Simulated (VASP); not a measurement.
Mg:

```
Mg
1.0
     3.20930    0.00000    0.00000
    -1.60465    2.77934    0.00000
     0.00000    0.00000    5.21030
Mg
2
Direct
  0.33333 0.66667 0.25000
  0.66667 0.33333 0.75000
```

* Program: VASP 6.6.1
* Task: relaxation of cell and atoms
* Functional: PBEsol
* Potentials or basis: VASP PAW PBE potentials, release 64 (Mg)
* Cutoff: 600 eV
* k mesh: 6 × 6 × 4
* Occupations: methfessel-paxton, width 0.02 eV
* Spin: no spin polarisation

At the start: pressure -1.2 GPa; volume 23.24 Å³/atom.

Problem. Where does the relaxation end?

Solution. Over 3 steps the energy falls by 3.4 meV/atom and the volume is 22.50 Å³/atom (-3.2 %); space group P6_3/mmc (No. 194, to 0.1 Å) before and after.

The path:
```csv
step,energy change (eV),largest force (eV/Å),pressure (GPa),volume (Å³)
1,0.0000,0.0000,-1.19,46.47
2,-0.0065,0.0000,-0.29,45.33
3,-0.0068,0.0000,0.00,45.00
```

Final structure:
```
CELL_PARAMETERS angstrom
3.16366 0.00000 0.00000
-1.58183 2.73981 0.00000
0.00000 0.00000 5.19115
ATOMIC_POSITIONS crystal
Mg 0.33333 0.66667 0.25000
Mg 0.66667 0.33333 0.75000
```

Caveat: the k points lie up to 0.38 Å⁻¹ apart in the final cell, too coarse for converged energies and pressures of a metal; the PAW data sets were made with another functional, which shifts forces and pressure a little.
